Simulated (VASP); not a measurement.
Tc, 4 atoms in the cell. The typed cell holds 4 atoms: a = 2.739 Å, b = 2.739 Å, c = 8.770 Å, α = 90.00°, β = 90.00°, γ = 120.00°.  This cell differs from its parent crystal: atoms moved at random.

| Quantity | Value |
| --- | --- |
| Program | VASP 6.6.1 |
| Task | single point |
| Functional | PBEsol |
| Potentials or basis | VASP PAW PBE potentials, release 64 (Tc_pv) |
| Cutoff | 520 eV |
| k mesh | 11 × 11 × 3 |
| Occupations | fermi-dirac, width 0.05 eV |
| Spin | no spin polarisation |
| Dipole correction | no |
| Further INCAR settings | ALGO = Fast; EDIFF = 1e-07; NBANDS = 34 |

Potentials or basis: VASP PAW PBE potentials, release 64 (Tc_pv).

Command:

```bash
$ cat potpaw_PBE.64/Tc_pv/POTCAR > POTCAR
$ mpirun -np 1 vasp_std > vasp.out
```

Hardware: 1 thread of Intel(R) Xeon(R) 6975P-C (Granite Rapids) (shared host).

Q: How long does it take, and how much memory?

A: Wall time 3.2 min on 1 thread of Intel(R) Xeon(R) 6975P-C (Granite Rapids), on a shared host, peak memory 0.35 GiB. Counts: scf iterations 18, k points 182.
